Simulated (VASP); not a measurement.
# SiC (Moissanite) (P6_3mc) in VASP: settings compared, part 2 of 2

VASP 6.6.1. The steps go on from the part before.

### Step 4. Single point, PBEsol+D3(BJ)

This run uses another cell than the first one, of 9.93 Å³/atom, 1.021 times its volume.

The input, INCAR:

```
PREC = Accurate
ENCUT = 520
EDIFF = 1E-6
ISMEAR = -1
SIGMA = 0.05
LREAL = F
LASPH = T
NELM = 80
ALGO = Normal
ISIF = 2
LWAVE = F
LCHARG = F
GGA = PS
IVDW = 12
NBANDS = 16
```

The input, KPOINTS:

```
Automatic mesh
0
Gamma
  10 10 5
```

The input, POSCAR:

```
SiC
1.0
    3.0344273363      0.0000000000      0.0000000000
   -1.5172136681      2.6278911591      0.0000000000
    0.0000000000      0.0000000000      4.9797754205
Si C
2 2
Direct
    0.6666666667      0.3333333333      0.5000000000
    0.3333333333      0.6666666667      0.0000000000
    0.6666666667      0.3333333333      0.8850000000
    0.3333333333      0.6666666667      0.3850000000
```

Potentials or basis: VASP PAW PBE potentials, release 64 (Si, C).

The run is started by

```
> cat potpaw_PBE.64/Si/POTCAR potpaw_PBE.64/C/POTCAR > POTCAR
> mpirun -np 1 vasp_std > vasp.out
```

OUTCAR:

```text
PREC = Accurate
   ENCUT = 520
   EDIFF = 1E-6
   ISMEAR = -1
   LREAL = F
   LASPH = T
   NELM = 80
   ISIF = 2
   GGA = PS
   IVDW = 12
 IVDW          = 12

 ion  position               nearest neighbor table
   1  0.667  0.333  0.500-   4 1.84   4 1.84   4 1.84   3 1.92   2 3.04   2 3.04   2 3.04   2 3.04
                             2 3.04   2 3.04
   2  0.333  0.667  0.000-   3 1.84   3 1.84   3 1.84   4 1.92   1 3.04   1 3.04   1 3.04   1 3.04
                             1 3.04   1 3.04
   3  0.667  0.333  0.885-   2 1.84   2 1.84   2 1.84   1 1.92
   4  0.333  0.667  0.385-   1 1.84   1 1.84   1 1.84   2 1.92

  LATTYP: Found a hexagonal cell.
 ALAT       =     3.0344273363
 C/A-ratio  =     1.6410923277

  Lattice vectors:

 A1 = (   3.0344273363,   0.0000000000,   0.0000000000)
 A2 = (  -1.5172136681,   2.6278911591,   0.0000000000)
 A3 = (   0.0000000000,   0.0000000000,   4.9797754205)

Analysis of symmetry for initial positions (statically):
=====================================================================
 Subroutine PRICEL returns:
 Original cell was already a primitive cell.

 Routine SETGRP: Setting up the symmetry group for a
 hexagonal supercell.

 Subroutine GETGRP returns: Found 12 space group operations
 (whereof  6 operations were pure point group operations)
 out of a pool of 24 trial point group operations.

The static configuration has the point symmetry C_3v.
 The point group associated with its full space group is C_6v.

Analysis of symmetry for dynamics (positions and initial velocities):
=====================================================================
 Subroutine PRICEL returns:
 Original cell was already a primitive cell.

 Routine SETGRP: Setting up the symmetry group for a
 hexagonal supercell.

 Subroutine GETGRP returns: Found 12 space group operations
 (whereof  6 operations were pure point group operations)
 out of a pool of 24 trial point group operations.

The dynamic configuration has the point symmetry C_3v.
 The point group associated with its full space group is C_6v.
[... 125 lines left out ...]
  Fermi-wavevector in a.u.,A,eV,Ry     =   1.209159  2.284980 19.892620  1.462066
  Thomas-Fermi vector in A             =   2.344745
   LORBIT       =      0    0 simple, 1 ext, 2 COOP (PROOUT), +10 PAW based schemes
   GGA     = PS    functional components
   LHFCALC =     F    Hartree Fock is set to
   AEXX    =    0.0000 exact exchange contribution
   IVDW    =    12    specifies the selected vdW correction
   LEPSILON=     F    determine dielectric tensor
   LRPA    =     F    only Hartree local field effects (RPA)
 non-spin polarized calculation
  energy-cutoff  :      520.00
  volume of cell :       39.71
 maximum number of plane-waves:      1099
 NGX is ok and might be reduce to    24
   NGX = 11   NGY = 11   NGZ = 19

 number of electron      15.9999999 magnetization

 Free energy of the ion-electron system (eV)
  ---------------------------------------------------
  ext. energy  EPLUGINS =         0.00000000
  ---------------------------------------------------
  free energy    TOTEN  =       -31.72965279 eV

  energy without entropy =      -31.72965279  energy(sigma->0) =      -31.72965279

 E-fermi :   9.7879     XC(G=0): -11.6741

 val. band max:        8.8234920752   @ k =   0.0000   0.0000   0.0000
 cond. band min:      11.0751109668   @ k =   0.3000   0.3000   0.0000
 fundamental gap:      2.2516188916
 Fermi energy:         9.7879093968

 k-point     1 :       0.0000    0.0000    0.0000
  band No.  band energies     occupation
      1      -7.2467      2.00000
      2      -3.5481      2.00000
      3      -0.1802      2.00000
      4       7.2484      2.00000
      5       7.2484      2.00000
      6       8.5551      2.00000
[... 433 lines left out ...]
      3       0.3289      2.00000
      4       1.8684      2.00000
      5       3.9285      2.00000
      6       4.7576      2.00000
[... 8 lines left out ...]
     15      20.4781      0.00000
     16      21.8499      0.00000

 [... further k-points ...]

------------------------ aborting loop because EDIFF is reached ----------------------------------------

 Edisp (eV)   -1.00933

 E8    (eV) :    -0.6000

  FORCE on cell =-STRESS in cart. coord.  units (eV):
  Direction    XX          YY          ZZ          XY          YZ          ZX
  --------------------------------------------------------------------------------------
  -------------------------------------------------------------------------------------
  Total       2.13742     2.13742     0.45962     0.00000     0.00000     0.00000
  in kB      86.23948    86.23948    18.54445     0.00000     0.00000     0.00000
  external pressure =       63.67 kB  Pullay stress =        0.00 kB

 VOLUME and BASIS-vectors are now :
 -----------------------------------------------------------------------------
  energy-cutoff  :      520.00
  volume of cell :       39.71
      direct lattice vectors                 reciprocal lattice vectors
     3.034427336  0.000000000  0.000000000     0.329551474  0.190266632  0.000000000
    -1.517213668  2.627891159  0.000000000     0.000000000  0.380533264  0.000000000
     0.000000000  0.000000000  4.979775421     0.000000000  0.000000000  0.200812269

 POSITION                                       TOTAL-FORCE (eV/Angst)
 -----------------------------------------------------------------------------------
      1.51721      0.87596      2.48989        -0.000000      0.000000      0.817733
     -0.00000      1.75193      0.00000         0.000000     -0.000000      0.817733
      1.51721      0.87596      4.40710        -0.000000      0.000000     -0.817733
     -0.00000      1.75193      1.91721         0.000000     -0.000000     -0.817733
 -----------------------------------------------------------------------------------
    total drift:                                0.000000      0.000000     -0.000161

  FREE ENERGIE OF THE ION-ELECTRON SYSTEM (eV)
  ---------------------------------------------------
  free  energy   TOTEN  =       -32.7389849516 eV

  energy  without entropy=      -32.7389849516  energy(sigma->0) =      -32.73898495
```

stdout:

```text
POSCAR found type information on POSCAR SiC
 POSCAR found :  2 types and       4 ions
 scaLAPACK will be used
 -----------------------------------------------------------------------------
|                                                                             |
|                                                                             |
|     You enforced a specific xc type in the INCAR file but a different       |
|     I HOPE YOU KNOW WHAT YOU ARE DOING!                                     |
|                                                                             |
 -----------------------------------------------------------------------------

 LDA part: xc-table for (Slater+PW92), standard interpolation
 POSCAR, INCAR and KPOINTS ok, starting setup
 FFT: planning ... GRIDC
 FFT: planning ... GRID_SOFT
 FFT: planning ... GRID
 WAVECAR not read
 entering main loop
```

Run time: 26 s. Hardware: 1 thread of Intel Xeon Platinum 8259CL at 2.50GHz (Skylake/Cascade Lake), shared host; peak memory 0.17 GiB.

Results:

| Quantity | Value |
| --- | --- |
| Free energy | -32.7390 eV |
| Pressure | 6.4 GPa |
| Largest force | 0.818 eV/Å |
| Band gap on the k mesh | 2.25 eV, indirect (least direct gap 4.04 eV) |
| Dispersion energy per atom | -0.252 eV |

Forces in eV/Å, atoms in the order of the input:
```
Si   0.000  0.000  0.818
Si   0.000  0.000  0.818
C    0.000  0.000 -0.818
C    0.000  0.000 -0.818
```

Caveat: the PAW data sets were made with another functional, which shifts forces and pressure a little. Expect the measured gap to be larger: semilocal functionals such as PBEsol lack the derivative discontinuity.

### Step 5. Single point, PBEsol+D3(BJ)

This run uses another cell than the first one, of 10.13 Å³/atom, 1.043 times its volume.

The input, INCAR:

```
  PREC = Accurate
  ENCUT = 520
  EDIFF = 1E-7
  ISMEAR = -1
  SIGMA = 0.05
  LREAL = F
  LASPH = T
  NELM = 100
  ALGO = Normal
  ISIF = 2
  LWAVE = F
  LCHARG = T
  GGA = PS
  IVDW = 12
  LELF = T
  LVHAR = T
  NBANDS = 16
```

KPOINTS is that of step 4.

The input, POSCAR:

```
SiC
1.0
    3.0553550827      0.0000000000      0.0000000000
   -1.5276775413      2.6460151191      0.0000000000
    0.0000000000      0.0000000000      5.0141197845
Si C
2 2
Direct
    0.6666666667      0.3333333333      0.5000000000
    0.3333333333      0.6666666667      0.0000000000
    0.6666666667      0.3333333333      0.8850000000
    0.3333333333      0.6666666667      0.3850000000
```

Potentials or basis: VASP PAW PBE potentials, release 64 (Si, C).

The run is started by

```
> cat potpaw_PBE.64/Si/POTCAR potpaw_PBE.64/C/POTCAR > POTCAR
> mpirun -np 1 vasp_std > vasp.out
```

OUTCAR:

```text
PREC = Accurate
   ENCUT = 520
   EDIFF = 1E-7
   ISMEAR = -1
   LREAL = F
   LASPH = T
   NELM = 100
   ISIF = 2
   GGA = PS
   IVDW = 12
 IVDW          = 12

 ion  position               nearest neighbor table
   1  0.667  0.333  0.500-   4 1.86   4 1.86   4 1.86   3 1.93   2 3.07   2 3.07   2 3.07   2 3.07
                             2 3.07   2 3.07
   2  0.333  0.667  0.000-   3 1.86   3 1.86   3 1.86   4 1.93   1 3.07   1 3.07   1 3.07   1 3.07
                             1 3.07   1 3.07
   3  0.667  0.333  0.885-   2 1.86   2 1.86   2 1.86   1 1.93
[... 664 lines left out ...]
  Direction    XX          YY          ZZ          XY          YZ          ZX
  --------------------------------------------------------------------------------------
  -------------------------------------------------------------------------------------
  Total       0.83526     0.83526    -0.63785     0.00000     0.00000    -0.00000
  in kB      33.01301    33.01301   -25.21048     0.00000     0.00000    -0.00000
  external pressure =       13.61 kB  Pullay stress =        0.00 kB

 VOLUME and BASIS-vectors are now :
 -----------------------------------------------------------------------------
  energy-cutoff  :      520.00
  volume of cell :       40.54
      direct lattice vectors                 reciprocal lattice vectors
     3.055355083  0.000000000  0.000000000     0.327294201  0.188963395  0.000000000
    -1.527677541  2.646015119  0.000000000     0.000000000  0.377926790  0.000000000
     0.000000000  0.000000000  5.014119785     0.000000000  0.000000000  0.199436799

 POSITION                                       TOTAL-FORCE (eV/Angst)
 -----------------------------------------------------------------------------------
      1.52768      0.88201      2.50706        -0.000000      0.000000      0.783242
     -0.00000      1.76401      0.00000         0.000000      0.000000      0.783242
      1.52768      0.88201      4.43750        -0.000000     -0.000000     -0.783242
     -0.00000      1.76401      1.93044         0.000000      0.000000     -0.783242
 -----------------------------------------------------------------------------------
    total drift:                                0.000000      0.000000     -0.000358

  FREE ENERGIE OF THE ION-ELECTRON SYSTEM (eV)
  ---------------------------------------------------
  free  energy   TOTEN  =       -32.7589572100 eV

  energy  without entropy=      -32.7589572100  energy(sigma->0) =      -32.75895721
```

OSZICAR:

```text
N       E                     dE             d eps       ncg     rms          rms(c)
DAV:   1     0.228051363050E+02    0.22805E+02   -0.71991E+03  1344   0.898E+02
DAV:   2    -0.330099066520E+02   -0.55815E+02   -0.51182E+02  1872   0.157E+02
DAV:   3    -0.354974678452E+02   -0.24876E+01   -0.24781E+01  1728   0.306E+01
DAV:   4    -0.355149879372E+02   -0.17520E-01   -0.17518E-01  1656   0.312E+00
DAV:   5    -0.355151506180E+02   -0.16268E-03   -0.16268E-03  1752   0.286E-01    0.127E+01
DAV:   6    -0.319189880950E+02    0.35962E+01   -0.61031E+00  1704   0.152E+01    0.587E+00
DAV:   7    -0.318026626111E+02    0.11633E+00   -0.10960E+00  1896   0.613E+00    0.246E+00
DAV:   8    -0.317738187302E+02    0.28844E-01   -0.56474E-02  1496   0.144E+00    0.601E-01
DAV:   9    -0.317703603605E+02    0.34584E-02   -0.68405E-03  1744   0.560E-01    0.112E-01
DAV:  10    -0.317705013134E+02   -0.14095E-03   -0.66738E-04  1592   0.154E-01    0.525E-02
DAV:  11    -0.317705072018E+02   -0.58884E-05   -0.34686E-05  1688   0.433E-02    0.113E-02
DAV:  12    -0.317705072099E+02   -0.80863E-08   -0.32789E-06  1616   0.116E-02    0.387E-03
DAV:  13    -0.317705072731E+02   -0.63254E-07   -0.66734E-07  1840   0.504E-03
   1 F= -.32758957E+02 E0= -.32758957E+02  d E =-.727396E-10
```

Wall time 30 s (1 thread of Intel Xeon Platinum 8259CL at 2.50GHz (Skylake/Cascade Lake), shared host); peak memory 0.17 GiB.

Results:

* Free energy: -32.7590 eV
* Pressure: 1.4 GPa
* Largest force: 0.783 eV/Å
* Band gap on the k mesh: 2.29 eV, indirect (least direct gap 4.00 eV)
* Dispersion energy per atom: -0.247 eV

Forces on the atoms (eV/Å):
```
Si   0.000  0.000  0.783
Si   0.000  0.000  0.783
C    0.000  0.000 -0.783
C    0.000  0.000 -0.783
```

Levels at points of the mesh, in eV from the valence-band top:
```
           k point  band 6  band 7  band 8  band 9  band 10  band 11
(0.00, 0.00, 0.00)   -0.27   -0.27    0.00    4.75     6.18     6.55
(0.50, 0.00, 0.00)   -3.60   -3.37   -1.49    2.51     4.12     6.82
```

Caveat: the PAW data sets were made with another functional, which shifts forces and pressure a little. A k mesh can miss the band edges.

### Step 6. Single point, revPBE

This run uses another cell than the first one, of 9.93 Å³/atom, 1.021 times its volume.

The input, INCAR:

```
SYSTEM = SiC
PREC = Accurate
ENCUT = 520
EDIFF = 1E-7
ISMEAR = -1
SIGMA = 0.05
LREAL = .FALSE.
LASPH = .TRUE.
NELM = 100
ALGO = Normal
ISIF = 2
LWAVE = .FALSE.
LCHARG = .FALSE.
GGA = RE
NBANDS = 16
```

The input, KPOINTS:

```
regular mesh
0
G
  10 10 5
  0 0 0
```

The input, POSCAR:

```
SiC
1.0
    3.0344273363      0.0000000000      0.0000000000
   -1.5172136681      2.6278911591      0.0000000000
    0.0000000000      0.0000000000      4.9797754205
Si C
2 2
Direct
    0.6666666667      0.3333333333      0.5000000000
    0.3333333333      0.6666666667      0.0000000000
    0.6666666667      0.3333333333      0.8850000000
    0.3333333333      0.6666666667      0.3850000000
```

Potentials or basis: VASP PAW PBE potentials, release 64 (Si, C).

The run is started by

```
> cat potpaw_PBE.64/Si/POTCAR potpaw_PBE.64/C/POTCAR > POTCAR
> mpirun -np 1 vasp_std > vasp.out
```

Wall time 32 s (1 thread of Intel Xeon Platinum 8259CL at 2.50GHz (Skylake/Cascade Lake), shared host); peak memory 0.16 GiB.

It converged, with:

```yaml
Free_energy: -28.7259 eV
Pressure: 15.9 GPa
Largest_force: 0.823 eV/Å
Band_gap_on_the_k_mesh: 2.43 eV, indirect (least direct gap 4.18 eV)
```

Forces in eV/Å, atoms in the order of the input:
```
Si   0.000  0.000  0.823
Si   0.000  0.000  0.823
C    0.000  0.000 -0.823
C    0.000  0.000 -0.823
```

Stress tensor (GPa, compression positive):
```
18.21  0.00  0.00
 0.00 18.21  0.00
 0.00  0.00 11.25
```

Levels at points of the mesh, in eV from the valence-band top:
```csv
k point,band 4,band 5,band 6,band 7,band 8,band 9,band 10,band 11,band 12,band 13
"(0.00, 0.00, 0.00)",-1.57,-1.57,-0.27,-0.27,0.00,5.01,6.47,6.78,6.78,7.96
"(0.50, 0.00, 0.00)",-6.64,-5.57,-3.62,-3.37,-1.49,2.69,4.26,7.09,7.37,10.14
```

Caveat: the PAW data sets were made with another functional, which shifts forces and pressure a little. A k mesh can miss the band edges.

### Step 7. Summary

```tsv
level	cell	gap on the mesh (eV)	pressure (GPa)	largest force (eV/Å)
PBEsol+D3(BJ)	a = 3.013, b = 3.013, c = 4.945 Å, angles 90.0, 90.0, 120.0°, 4 atoms	2.21	11.9	0.85
revPBE	a = 3.013, b = 3.013, c = 4.945 Å, angles 90.0, 90.0, 120.0°, 4 atoms	2.40	21.7	0.86
PBEsol+D3(BJ)	a = 3.034, b = 3.034, c = 4.980 Å, angles 90.0, 90.0, 120.0°, 4 atoms	2.25	6.4	0.82
PBEsol+D3(BJ)	a = 3.055, b = 3.055, c = 5.014 Å, angles 90.0, 90.0, 120.0°, 4 atoms	2.29	1.4	0.78
revPBE	a = 3.034, b = 3.034, c = 4.980 Å, angles 90.0, 90.0, 120.0°, 4 atoms	2.43	15.9	0.82
```

Alike in all rows: task single point; potentials or basis VASP PAW PBE potentials, release 64 (Si, C); no spin polarisation; k mesh 10 × 10 × 5; cutoff (eV) 520; smearing fermi-dirac 0.05 eV.

Caveats: the PAW data sets were made with another functional, which shifts forces and pressure a little.

Absolute energies hang on the potentials; compare differences alone.
